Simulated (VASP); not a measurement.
# PbO (F-43m) in VASP: further runs

PbO is run at these levels: PBE, HSE06; tasks: single point.

Program: VASP 6.6.1. These are calculated values, not measurements. Logs are shortened: lines on timing, memory, paths and dates and some standing lists are left out, and cuts for length are marked.

## 1. The cell of the first run

The structure is cubic, space group F-43m (No. 216). The conventional cell has a = 5.598 Å, b = 5.598 Å, c = 5.598 Å, α = 90.00°, β = 90.00°, γ = 90.00°. Pb (site symmetry -43m) has 4 O at 2.42 Å within 3.2 Å. Within 3.2 Å of O (site symmetry -43m) lie 4 Pb at 2.42 Å.

## 2. Single point, PBE

File INCAR:

```
PREC = Accurate
ENCUT = 520
EDIFF = 1E-6
ISMEAR = 0
SIGMA = 0.01
LREAL = False
LASPH = True
NELM = 100
ALGO = Normal
ISIF = 2
LWAVE = False
LCHARG = False
GGA = PE
NBANDS = 17
```

File KPOINTS:

```
regular mesh
0
Gamma
  6 6 6
```

File POSCAR:

```
PbO
1.0
    0.0000000000      2.7987768025      2.7987768025
    2.7987768025      0.0000000000      2.7987768025
    2.7987768025      2.7987768025      0.0000000000
Pb O
1 1
Direct
    0.0000000000      0.0000000000      0.0000000000
    0.2500000000      0.2500000000      0.2500000000
```

Potentials or basis: VASP PAW PBE potentials, release 64 (Pb_d, O).

On the command line:

```bash
$ cat potpaw_PBE.64/Pb_d/POTCAR potpaw_PBE.64/O/POTCAR > POTCAR
$ mpirun -np 1 vasp_std > vasp.out
```

OUTCAR:

```text
PREC = Accurate
   ENCUT = 520
   EDIFF = 1E-6
   ISMEAR = 0
   LREAL = False
   LASPH = True
   NELM = 100
   ISIF = 2
   GGA = PE

 ion  position               nearest neighbor table
   1  0.000  0.000  0.000-   2 2.42   2 2.42   2 2.42   2 2.42
   2  0.250  0.250  0.250-   1 2.42   1 2.42   1 2.42   1 2.42

  LATTYP: Found a face centered cubic cell.
 ALAT       =     5.5975536050

  Lattice vectors:

 A1 = (   0.0000000000,   2.7987768025,   2.7987768025)
 A2 = (   2.7987768025,   0.0000000000,   2.7987768025)
 A3 = (   2.7987768025,   2.7987768025,   0.0000000000)

Analysis of symmetry for initial positions (statically):
=====================================================================
 Subroutine PRICEL returns:
 Original cell was already a primitive cell.

 Routine SETGRP: Setting up the symmetry group for a
 face centered cubic supercell.

 Subroutine GETGRP returns: Found 24 space group operations
 (whereof 24 operations were pure point group operations)
 out of a pool of 48 trial point group operations.

The static configuration has the point symmetry T_d .

Analysis of symmetry for dynamics (positions and initial velocities):
=====================================================================
 Subroutine PRICEL returns:
 Original cell was already a primitive cell.

 Routine SETGRP: Setting up the symmetry group for a
 face centered cubic supercell.

 Subroutine GETGRP returns: Found 24 space group operations
 (whereof 24 operations were pure point group operations)
 out of a pool of 48 trial point group operations.

The dynamic configuration has the point symmetry T_d .

 Subroutine INISYM returns: Found 24 space group operations
 (whereof 24 operations are pure point group operations),
 and found     1 'primitive' translations

----------------------------------------------------------------------------------------

                                     Primitive cell

  volume of cell :      43.8465

  direct lattice vectors                    reciprocal lattice vectors
     0.000000000  2.798776802  2.798776802    -0.178649473  0.178649473  0.178649473
     2.798776802  0.000000000  2.798776802     0.178649473 -0.178649473  0.178649473
     2.798776802  2.798776802  0.000000000     0.178649473  0.178649473 -0.178649473

  length of vectors
     3.958068112  3.958068112  3.958068112     0.309429963  0.309429963  0.309429963

  position of ions in fractional coordinates (direct lattice)
     0.000000000  0.000000000  0.000000000
     0.250000000  0.250000000  0.250000000

  ion indices of the primitive-cell ions
   primitive index   ion index
                 1           1
                 2           2

----------------------------------------------------------------------------------------

 KPOINTS: regular mesh

Automatic generation of k-mesh.
 Grid dimensions read from file:
 generate k-points for:    6    6    6

 Generating k-lattice:

  Cartesian coordinates                     Fractional coordinates (reciprocal lattice)
    -0.029774912  0.029774912  0.029774912     0.166666667  0.000000000  0.000000000
     0.029774912 -0.029774912  0.029774912     0.000000000  0.166666667  0.000000000
     0.029774912  0.029774912 -0.029774912     0.000000000  0.000000000  0.166666667

  Length of vectors
     0.051571661  0.051571661  0.051571661

  Shift w.r.t. Gamma in fractional coordinates (k-lattice)
     0.000000000  0.000000000  0.000000000

 Subroutine IBZKPT returns following result:
 ===========================================

 Found     16 irreducible k-points:

 Following reciprocal coordinates:
            Coordinates               Weight
  0.000000  0.000000  0.000000      1.000000
  0.166667  0.000000  0.000000      8.000000
  0.333333  0.000000  0.000000      8.000000
  0.500000  0.000000  0.000000      4.000000
  0.166667  0.166667  0.000000      6.000000
  0.333333  0.166667  0.000000     24.000000
[... 8 lines left out ...]
 -0.333333  0.333333  0.166667     24.000000
 -0.333333  0.500000  0.166667     12.000000
   k-points           NKPTS =     16   k-points in BZ     NKDIM =     16   number of bands    NBANDS=     17
   number of dos      NEDOS =    301   number of ions     NIONS =      2
   total plane-waves  NPLWV =  27000
   dimension x,y,z NGX =    30 NGY =   30 NGZ =   30
   dimension x,y,z NGXF=    60 NGYF=   60 NGZF=   60
   ions per type =               1   1
   NGX,Y,Z   is equivalent  to a cutoff of  12.60, 12.60, 12.60 a.u.
   NGXF,Y,Z  is equivalent  to a cutoff of  25.20, 25.20, 25.20 a.u.
 SYSTEM =  unknown system
   PREC   = accura    normal or accurate (medium, high low for compatibility)
   ISTART =      0    job   : 0-new  1-cont  2-samecut
   ICHARG =      2    charge: 1-file 2-atom 10-const
   ISPIN  =      1    spin polarized calculation?
   LNONCOLLINEAR =      F non collinear calculations
   LSORBIT =      F    spin-orbit coupling
   LASPH  =      T    aspherical Exc in radial PAW
   ENCUT  =  520.0 eV  38.22 Ry    6.18 a.u.   7.36  7.36  7.36*2*pi/ulx,y,z
   NELM   =    100;   NELMIN=  2; NELMDL= -5     # of ELM steps
   EDIFF  = 0.1E-05   stopping-criterion for ELM
   LREAL  =      F    real-space projection
   EDIFFG = 0.1E-04   stopping-criterion for IOM
   NSW    =      0    number of steps for IOM
   IBRION =     -1    ionic relax: 0-MD 1-quasi-New 2-CG
   NFREE  =      0    steps in history (QN), initial steepest desc. (CG)
   ISIF   =      2    stress and relaxation
   ISYM   =      2    0-nonsym 1-usesym 2-fastsym
   POTIM  = 0.5000    time-step for ionic-motion
   TEBEG  =    0.0;   TEEND  =   0.0 temperature during run
   PSTRESS=    0.0 pullay stress
   NELECT =      20.0000    total number of electrons
   NUPDOWN=      -1.0000    fix difference up-down
   EMIN   =  10.00;   EMAX   =-10.00  energy-range for DOS
   EFERMI =   0.00;   METHOD = LEGACY
   ISMEAR =     0;   SIGMA  =   0.01  broadening in eV -4-tet -1-fermi 0-gaus
   EFERMI_NEDOS =   21; number of points for ismear=-14 and -15
   IALGO  =     38    algorithm
   IMIX   =      4    mixing-type and parameters
     AMIX     =   0.40;   BMIX     =  1.00
     AMIX_MAG =   1.60;   BMIX_MAG =  1.00
  volume/ion in A,a.u.               =      21.92       147.95
  Fermi-wavevector in a.u.,A,eV,Ry     =   1.260201  2.381435 21.607509  1.588107
  Thomas-Fermi vector in A             =   2.393723
   LORBIT       =      0    0 simple, 1 ext, 2 COOP (PROOUT), +10 PAW based schemes
   GGA     = PE    functional components
   LHFCALC =     F    Hartree Fock is set to
   AEXX    =    0.0000 exact exchange contribution
   IVDW    =     0    specifies the selected vdW correction
   LEPSILON=     F    determine dielectric tensor
   LRPA    =     F    only Hartree local field effects (RPA)
 non-spin polarized calculation
 Gauss-broadening in eV      SIGMA  =   0.01
  energy-cutoff  :      520.00
  volume of cell :       43.85
 maximum number of plane-waves:      1243
 NGX is ok and might be reduce to    30
   NGX = 15   NGY = 15   NGZ = 15

 number of electron      20.0000003 magnetization

 Free energy of the ion-electron system (eV)
  ---------------------------------------------------
  ext. energy  EPLUGINS =         0.00000000
  ---------------------------------------------------
  free energy    TOTEN  =       -10.34263613 eV

  energy without entropy =      -10.34263613  energy(sigma->0) =      -10.34263613

 E-fermi :   4.7029     XC(G=0):  -9.3317

 val. band max:        4.6581160506   @ k =  -0.3333   0.5000   0.1667
 cond. band min:       5.1294438292   @ k =   0.5000   0.5000   0.0000
 fundamental gap:      0.4713277786
 Fermi energy:         4.7029100848

 k-point     1 :       0.0000    0.0000    0.0000
  band No.  band energies     occupation
      1     -12.9810      2.00000
      2     -11.7027      2.00000
      3     -11.7027      2.00000
      4     -11.7027      2.00000
      5     -11.6048      2.00000
      6     -11.6048      2.00000
[... 9 lines left out ...]
     16      16.8262      0.00000
     17      16.8262      0.00000

 k-point     2 :       0.1667    0.0000    0.0000
  band No.  band energies     occupation
      1     -13.0171      2.00000
      2     -11.6877      2.00000
      3     -11.6877      2.00000
      4     -11.6032      2.00000
      5     -11.6032      2.00000
      6     -11.5376      2.00000
[... 9 lines left out ...]
     16      16.3111      0.00000
     17      16.3217      0.00000

 k-point     3 :       0.3333    0.0000    0.0000
  band No.  band energies     occupation
      1     -13.0883      2.00000
      2     -11.6748      2.00000
      3     -11.6748      2.00000
      4     -11.5827      2.00000
      5     -11.5827      2.00000
      6     -11.1748      2.00000
[... 9 lines left out ...]
     16      16.2669      0.00000
     17      17.7769      0.00000

 k-point     4 :       0.5000    0.0000    0.0000
  band No.  band energies     occupation
      1     -13.1234      2.00000
      2     -11.6758      2.00000
      3     -11.6758      2.00000
      4     -11.5647      2.00000
      5     -11.5647      2.00000
      6     -10.9725      2.00000
[... 9 lines left out ...]
     16      16.5674      0.00000
     17      17.4483      0.00000
[... 183 lines left out ...]
      1     -13.1233      2.00000
      2     -11.6557      2.00000
      3     -11.6346      2.00000
      4     -11.6008      2.00000
      5     -11.5758      2.00000
      6     -10.9500      2.00000
[... 9 lines left out ...]
     16      17.4820      0.00000
     17      19.7020      0.00000

 k-point    15 :      -0.3333    0.3333    0.1667
  band No.  band energies     occupation
      1     -13.1412      2.00000
      2     -11.6614      2.00000
      3     -11.6265      2.00000
      4     -11.5949      2.00000
      5     -11.5730      2.00000
      6     -10.8079      2.00000
[... 9 lines left out ...]
     16      18.1366      0.00000
     17      19.3325      0.00000

 k-point    16 :      -0.3333    0.5000    0.1667
  band No.  band energies     occupation
      1     -13.1512      2.00000
      2     -11.6537      2.00000
      3     -11.6242      2.00000
      4     -11.5796      2.00000
      5     -11.5644      2.00000
      6     -10.7754      2.00000
[... 9 lines left out ...]
     16      17.8404      0.00000
     17      19.5757      0.00000

------------------------ aborting loop because EDIFF is reached ----------------------------------------

  FORCE on cell =-STRESS in cart. coord.  units (eV):
  Direction    XX          YY          ZZ          XY          YZ          ZX
  --------------------------------------------------------------------------------------
  -------------------------------------------------------------------------------------
  Total        0.6504703      0.6504703      0.6504703      0.0000000      0.0000000      0.0000000
  in kB       23.7685831     23.7685831     23.7685831      0.0000000      0.0000000      0.0000000
  external PRESSURE =      23.7685831 kB  Pullay stress =       0.0000000 kB

 VOLUME and BASIS-vectors are now :
 -----------------------------------------------------------------------------
  energy-cutoff  :      520.00
  volume of cell :       43.85
      direct lattice vectors                 reciprocal lattice vectors
     0.000000000  2.798776802  2.798776802    -0.178649473  0.178649473  0.178649473
     2.798776802  0.000000000  2.798776802     0.178649473 -0.178649473  0.178649473
     2.798776802  2.798776802  0.000000000     0.178649473  0.178649473 -0.178649473

 POSITION                                       TOTAL-FORCE (eV/Angst)
 -----------------------------------------------------------------------------------
      0.00000      0.00000      0.00000         0.000000      0.000000      0.000000
      1.39939      1.39939      1.39939        -0.000000     -0.000000     -0.000000
 -----------------------------------------------------------------------------------
    total drift:                                0.000000      0.000000      0.000000

  FREE ENERGIE OF THE ION-ELECTRON SYSTEM (eV)
  ---------------------------------------------------
  free  energy   TOTEN  =       -10.3426361337 eV

  energy  without entropy=      -10.3426361337  energy(sigma->0) =      -10.34263613
```

Run time: 7.9 s. Hardware: 1 thread of AMD EPYC 9R45 (Zen 5), shared host; peak memory 0.14 GiB.

What came out:

| Item | Value |
| --- | --- |
| Free energy | -10.3426 eV |
| Pressure | 2.4 GPa |
| Band gap on the k mesh | 0.47 eV (least direct gap 0.61 eV) |

Levels at points of the mesh, in eV from the valence-band top:
```csv
k point,band 7,band 8,band 9,band 10,band 11,band 12,band 13,band 14
"(0.00, 0.00, 0.00)",-6.81,-2.24,-2.24,-2.24,5.31,5.31,5.31,8.20
"(0.50, 0.00, 0.00)",-7.84,-2.71,-2.71,-2.18,2.46,5.51,5.51,8.80
"(0.50, 0.50, 0.00)",-7.83,-3.49,-3.49,-0.14,0.47,5.91,5.91,6.42
```

Caveat: spin-orbit coupling is left out, which moves the levels of the heavy elements. A k mesh can miss the band edges.

## 3. Single point, HSE06

POSCAR is that of step 2.

File INCAR.step1:

```
ALGO = Normal
EDIFF = 1E-5
ENCUT = 520
GGA = PE
ISIF = 2
ISMEAR = 0
LASPH = True
LCHARG = False
LREAL = False
LWAVE = True
NBANDS = 17
NELM = 60
PREC = Accurate
SIGMA = 0.01
```

File INCAR.step2:

```
ALGO = Normal
EDIFF = 1E-7
ENCUT = 520
GGA = PE
HFSCREEN = 0.2079
ISIF = 2
ISMEAR = 0
ISTART = 1
LASPH = True
LCHARG = False
LHFCALC = True
LREAL = False
LWAVE = False
NBANDS = 17
NELM = 60
PREC = Accurate
PRECFOCK = Normal
SIGMA = 0.01
```

File KPOINTS:

```
k-points
0
Gamma
  4 4 4
```

Potentials or basis: VASP PAW PBE potentials, release 64 (Pb_d, O).

On the command line:

```bash
$ cat potpaw_PBE.64/Pb_d/POTCAR potpaw_PBE.64/O/POTCAR > POTCAR
$ cp INCAR.step1 INCAR
$ mpirun -np 1 vasp_std > vasp.out
$ cp INCAR.step2 INCAR
$ mpirun -np 1 vasp_std > vasp.out
```

Wall time 7.1 min (1 thread of AMD EPYC 9R45 (Zen 5), shared host); peak memory 0.24 GiB.

The run converged. Its results:

```yaml
Free_energy: -12.6335 eV
Pressure: 0.5 GPa
Band_gap_on_the_k_mesh: 1.04 eV (least direct gap 1.25 eV)
```

Levels at points of the mesh, in eV from the valence-band top:
```tsv
k point	band 6	band 7	band 8	band 9	band 10	band 11	band 12	band 13	band 14	band 15
(0.00, 0.00, 0.00)	-17.88	-7.24	-2.79	-2.79	-2.79	6.24	6.24	6.24	9.10	13.15
(0.50, 0.00, 0.00)	-17.31	-8.51	-3.29	-3.29	-2.33	3.14	6.45	6.45	9.66	13.00
(0.50, 0.50, 0.00)	-17.18	-8.49	-4.10	-4.10	-0.21	1.04	6.97	6.97	7.24	12.06
```

Caveat: the k points lie up to 0.49 Å⁻¹ apart; the PAW data sets were made with another functional, which shifts forces and pressure a little; spin-orbit coupling is left out, which moves the levels of the heavy elements. A k mesh can miss the band edges.
